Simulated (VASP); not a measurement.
Ti: single point with PBE

Ti:

```
Ti
1.0
     0.00000    1.57628    1.57628
     1.57628    0.00000    1.57628
     1.57628    1.57628    0.00000
Ti
1
Cartesian
  0.0000 0.0000 0.0000
```

This isn't the form of Ti at room conditions, which is hcp.

```
Program             : VASP 6.6.1
Task                : single point
Functional          : PBE
Potentials or basis : VASP PAW PBE potentials, release 64 (Ti_sv)
Cutoff              : 520 eV
k mesh              : 18 × 18 × 18
Occupations         : fermi-dirac, width 0.08 eV
Spin                : no spin polarisation
```

* Pressure: 296.1 GPa
* Band gap on the k mesh: zero (bands 6 and 7 overlap by 1.44 eV)

Levels at points of the mesh, in eV from the Fermi level:
| k point | band 4 | band 5 | band 6 | band 7 | band 8 | band 9 |
| --- | --- | --- | --- | --- | --- | --- |
| (0.00, 0.00, 0.00) | -29.90 | -5.47 | 0.45 | 0.45 | 0.45 | 4.89 |
| (0.50, 0.00, 0.00) | -30.58 | -5.12 | -0.01 | -0.01 | 6.59 | 7.95 |
| (0.50, 0.50, 0.00) | -31.92 | -7.32 | -5.96 | 7.94 | 8.82 | 8.82 |

Run time: 22 s on 1 thread of Intel Xeon 8259CL (shared host), peak memory 0.13 GiB.

Caveat: the cell stands under pressure.
